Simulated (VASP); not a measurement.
# BN (F-43m) in VASP: notebook, part 2 of 2

VASP 6.6.1. Earlier steps stand in the parts before.

## 3. Vibrations by perturbation theory, PBE

INCAR reads:

```
SYSTEM = BN
ALGO     = Normal         ! electronic algorithm
EDIFF    = 1E-8           ! SCF threshold, eV
ENCUT    = 520            ! plane-wave cutoff, eV
GGA      = PE             ! functional
IBRION   = 8              ! ionic algorithm
ISIF     = 2              ! what is computed and relaxed
ISMEAR   = 0              ! smearing method
LASPH    = .True.         ! aspherical terms in the spheres
LCHARG   = .True.         ! write CHGCAR
LEPSILON = .True.         ! dielectric tensor by DFPT
LREAL    = .False.        ! projectors in reciprocal space
LWAVE    = .False.        ! write WAVECAR
NELM     = 100            ! most SCF steps
NSW      = 1              ! ionic steps
PREC     = Accurate       ! precision mode
SIGMA    = 0.01           ! smearing width, eV
```

KPOINTS reads:

```
k-points
0
Gamma
  12 12 12
  0 0 0
```

POSCAR reads:

```
BN
1.0
    0.0000000000      1.8123266330      1.8123266330
    1.8123266330      0.0000000000      1.8123266330
    1.8123266330      1.8123266330      0.0000000000
B N
1 1
Direct
    0.0000000000      0.0000000000      0.0000000000
    0.2500000000      0.2500000000      0.2500000000
```

Potentials or basis: VASP PAW PBE potentials, release 64 (B, N).

Started as:

```console
$ cat potpaw_PBE.64/B/POTCAR potpaw_PBE.64/N/POTCAR > POTCAR
$ mpirun -np 1 vasp_std > vasp.out
```

OUTCAR:

```text
SYSTEM = BN
   EDIFF = 1E-8
   ENCUT = 520
   GGA = PE
   IBRION = 8
   ISIF = 2
   ISMEAR = 0
   LASPH = .True.
   LEPSILON = .True.
   LREAL = .False.
   NELM = 100
   NSW = 1
   PREC = Accurate

 ion  position               nearest neighbor table
   1  0.000  0.000  0.000-   2 1.57   2 1.57   2 1.57   2 1.57
   2  0.250  0.250  0.250-   1 1.57   1 1.57   1 1.57   1 1.57
[... 594 lines left out ...]
      0.000000  0.000000  0.000000     0.000000   -0.000000    0.751174
      0.906163  0.906163  0.906163     0.000000    0.000000   -0.660104
[... 21 lines left out ...]
   6 f/i=    0.000660 THz     0.004147 2PiTHz    0.022017 cm-1     0.002730 meV
             X         Y         Z           dx          dy          dz
      0.000000  0.000000  0.000000    -0.415060    0.339405    0.385054
      0.906163  0.906163  0.906163    -0.472323    0.386230    0.438177

--------------------------------------------------------------------------------------------------------

 MACROSCOPIC STATIC DIELECTRIC TENSOR IONIC CONTRIBUTION
 ------------------------------------------------------
           2.335167    -0.000000     0.000000
          -0.000000     2.335167    -0.000000
           0.000000    -0.000000     2.335167
 ------------------------------------------------------

 ELASTIC MODULI CONTR FROM IONIC RELAXATION (kBar)
 Direction    XX          YY          ZZ          XY          YZ          ZX
 --------------------------------------------------------------------------------
 XX          -0.0000      0.0000      0.0000      0.0000     -0.0000     -0.0000
 YY           0.0000     -0.0000     -0.0000      0.0000      0.0000     -0.0000
 ZZ           0.0000     -0.0000     -0.0000     -0.0000      0.0000     -0.0000
 XY           0.0000      0.0000     -0.0000    -10.7649     -0.0000      0.0000
 YZ          -0.0000      0.0000      0.0000     -0.0000    -10.7649      0.0000
 ZX          -0.0000     -0.0000     -0.0000      0.0000      0.0000    -10.7649
 --------------------------------------------------------------------------------

 PIEZOELECTRIC TENSOR IONIC CONTR  for field in x, y, z        (C/m^2)
          XX          YY          ZZ          XY          YZ          ZX
  --------------------------------------------------------------------------------
  x     0.00000    -0.00000    -0.00000     0.00000     0.14919    -0.00000
  y     0.00000     0.00000     0.00000    -0.00000    -0.00000     0.14919
  z    -0.00000    -0.00000     0.00000     0.14919     0.00000    -0.00000
```

stdout:

```text
POSCAR found type information on POSCAR B N
 POSCAR found :  2 types and       2 ions
 scaLAPACK will be used
 LDA part: xc-table for (Slater+PW92), standard interpolation
 POSCAR, INCAR and KPOINTS ok, starting setup
 FFT: planning ... GRIDC
 FFT: planning ... GRID_SOFT
 FFT: planning ... GRID
 WAVECAR not read
 entering main loop
[... 23 lines left out ...]
  Direction:   3
 dielectric tensor                  component  3 :     0.399     0.664     4.614
 Linear response DOF=           2
 Linear response progress:
 first order change of Fermi-energy   0.38493E-04
 force on displaced ion       1 direction 1 : -23.770  -0.000  -0.000
 Born effective charge ion    1 direction 1 :   1.912   0.000   0.000
 Linear response progress:
 first order change of Fermi-energy   0.23695E-03
 force on displaced ion       2 direction 1 : -23.773  -0.000  -0.000
 Born effective charge ion    2 direction 1 :  -1.911   0.000   0.000
 Born effective charges drift removed
 Linear response finished
```

Run time: 1.9 min. Hardware: 1 thread of Intel Xeon 6975P-C (Granite Rapids), shared host; peak memory 0.17 GiB.

What came out:

| Property | Result |
| --- | --- |
| Electronic dielectric tensor (diagonal) | 4.61 |
| Born charges (mean of the diagonal) | B +1.91; N -1.91 e |
| Highest phonon frequency at Γ, LO-TO splitting left out | 1029 cm⁻¹ |

Phonon frequencies in cm⁻¹ (negative: imaginary):
| q point | frequencies |
| --- | --- |
| (0.000, 0.000, 0.000) | 0 0 0 1029 1029 1029 |

Electronic dielectric tensor:
```
4.61 0.00 0.00
0.00 4.61 0.00
0.00 0.00 4.61
```

Born effective charge tensors (e):
atom 1, B
```
1.91 0.00 0.00
0.00 1.91 0.00
0.00 0.00 1.91
```
atom 2, N
```
-1.91  0.00  0.00
 0.00 -1.91  0.00
 0.00  0.00 -1.91
```
